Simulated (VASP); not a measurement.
Wanted: the native input for a VASP 6.6.1 run.

* Task: single point
* Functional: PBEsol
* Potentials or basis: VASP PAW PBE potentials, release 64 (W_sv)
* Cutoff: 520 eV
* k mesh: 18 × 18 × 18
* Occupations: gaussian, width 0.1 eV
* Spin: no spin polarisation
* Dipole correction: no
* Further INCAR settings: ALGO = Normal; EDIFF = 1e-07; NBANDS = 13

The structure of W lies in POSCAR:

```
W
1.0
   -1.5113803300      1.5113803300      1.5113803300
    1.5113803300     -1.5113803300      1.5113803300
    1.5113803300      1.5113803300     -1.5113803300
W
1
Direct
    0.0000000000      0.0000000000      0.0000000000
```

This cell differs from its parent crystal: volume scaled by 0.88.

One way to write it, as run:

INCAR

```
SYSTEM = W
  PREC = Accurate
  ENCUT = 520
  EDIFF = 1E-7
  ISMEAR = 0
  SIGMA = 0.1
  LREAL = .FALSE.
  LASPH = .TRUE.
  NELM = 60
  ALGO = Normal
  ISIF = 2
  LWAVE = .FALSE.
  LCHARG = .FALSE.
  GGA = PS
  NBANDS = 13
```

KPOINTS

```
regular mesh
0
G
  18 18 18
  0 0 0
```

Potentials or basis: VASP PAW PBE potentials, release 64 (W_sv).

The run is started by

```sh
$ cat potpaw_PBE.64/W_sv/POTCAR > POTCAR
$ mpirun -np 1 vasp_std > vasp.out
```

Results of the run:

```json
{
  "Pressure": "55.2 GPa",
  "Band gap on the k mesh": "zero (band 7 reaches 19.63 eV, above the bottom of band 8 at 11.87 eV)"
}
```

Caveat: the PAW data sets were made with another functional, which shifts forces and pressure a little; spin-orbit coupling is left out, which moves the levels of the heavy elements.

It took 17 s on 1 thread of Intel Xeon 6975P-C (shared host), peak memory 0.15 GiB.
